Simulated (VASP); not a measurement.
Write the native input for VASP 6.6.1 that does the following.

```yaml
Task: single point
Functional: PBEsol
Potentials_or_basis: VASP PAW PBE potentials, release 64 (Co, Sn_d)
Cutoff: 520 eV
k_mesh: 12 × 12 × 10
Occupations: gaussian, width 0.1 eV
Spin: collinear spin, ferromagnetic start
Starting_moments: "[0.91, 0.91, 0.0, 0.0] μB"
Dipole_correction: no
Further_INCAR_settings: ALGO = Fast; EDIFF = 1e-06; NBANDS = 35
```

The structure of CoSn lies in POSCAR:

```
CoSn
1.0
    3.9736010730      0.0000000000      0.0000000000
   -1.9868005365      3.4412394737      0.0000000000
    0.0000000000      0.0000000000      4.8784902758
Co Sn
2 2
Direct
    0.0000000000      0.0000000000      0.0000000000
    0.0000000000      0.0000000000      0.5000000000
    0.3333333333      0.6666666667      0.2500000000
    0.6666666667      0.3333333333      0.7500000000
```

These files were run (other wordings do the same):

INCAR

```
  PREC = Accurate
  ENCUT = 520
  EDIFF = 1E-6
  ISMEAR = 0
  SIGMA = 0.1
  LREAL = False
  LASPH = True
  NELM = 150
  ALGO = Fast
  ISIF = 2
  LWAVE = False
  LCHARG = False
  ISPIN = 2
  MAGMOM = 0.91 0.91 0 0
  LORBIT = 11
  LMAXMIX = 4
  GGA = PS
  NBANDS = 35
```

KPOINTS

```
regular mesh
0
Gamma
  12 12 10
```

Potentials or basis: VASP PAW PBE potentials, release 64 (Co, Sn_d).

Run with:

```sh
$ cat potpaw_PBE.64/Co/POTCAR potpaw_PBE.64/Sn_d/POTCAR > POTCAR
$ mpirun -np 1 vasp_std > vasp.out
```

It gave:

- Pressure: -0.2 GPa
- Net moment: 1.37 μB per cell
- Site moments: Co +0.74; Sn -0.04 μB
- Valence electrons inside the program's atomic spheres: Co 8.35; Sn 12.42

Caveat: the PAW data sets were made with another functional, which shifts forces and pressure a little.

It took 5.6 min on 1 thread of Intel(R) Xeon(R) 6975P-C (Granite Rapids) (shared host), peak memory 0.48 GiB.
